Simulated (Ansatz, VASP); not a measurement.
**One calculation of Al3BP4, two programs**

```
Al B P
1.0
     5.28179    0.00000    0.00000
     0.00000    5.28179    0.00000
     0.00000    0.00000    5.28179
Al B P
3 1 4
Direct
  0.00000 0.50000 0.50000
  0.50000 0.50000 0.00000
  0.50000 0.00000 0.50000
  0.00000 0.00000 0.00000
  0.76239 0.76239 0.23761
  0.76239 0.23761 0.76239
  0.23761 0.76239 0.76239
  0.23761 0.23761 0.23761
```

Change from the starting cell: species swapped into the ZnCd3Se4 type (P-43m, No. 215).

Alike in both runs: task relaxation of cell and atoms; functional PBE; k mesh 3 × 3 × 3; occupations gaussian, width 0.2 eV; no spin polarisation.

|  | VASP | Ansatz |
| --- | --- | --- |
| version | VASP 6.6.1 | Ansatz 0.2.0 |
| potentials or method | VASP PAW PBE potentials, release 64 (Al, B, P), cutoff 500 eV | scalar-relativistic, plane waves, PAW |
| valence electrons in the cell | 32 | 32 |

```csv
,VASP,Ansatz,Ansatz less VASP
"gap on the k mesh at the Fermi level, each at its own relaxed structure (eV)",1.41,1.41,-0.002
relaxed volume (Å³/atom),18.37,18.33,-0.037
relaxed cell length with the largest relative difference (Å),5.277,5.273,-0.0035
```
